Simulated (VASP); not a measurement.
A run of VASP 6.6.1 is set up as follows.

Contents of INCAR:

```
  ALGO = Normal
  EDIFF = 1E-6
  ENCUT = 520
  GGA = PE
  ISIF = 2
  ISMEAR = 0
  LASPH = True
  LCHARG = True
  LELF = True
  LREAL = False
  LVHAR = True
  LWAVE = False
  NBANDS = 16
  NELM = 80
  PREC = Accurate
  SIGMA = 0.012
```

KPOINTS

```
k-points
0
Gamma
  8 8 8
```

POSCAR

```
CdSe
1.0
    0.0000000000      3.0702711986      3.0702711986
    3.0702711986      0.0000000000      3.0702711986
    3.0702711986      3.0702711986      0.0000000000
Cd Se
1 1
Direct
    0.0000000000      0.0000000000      0.0000000000
    0.2500000000      0.2500000000      0.2500000000
```

Potentials or basis: VASP PAW PBE potentials, release 64 (Cd, Se).

Command:

```console
$ cat potpaw_PBE.64/Cd/POTCAR potpaw_PBE.64/Se/POTCAR > POTCAR
$ mpirun -np 1 vasp_std > vasp.out
```

What does it give for the band gap on the k mesh?

0.55 eV, direct.

Estimate the pressure.

1.6 GPa.
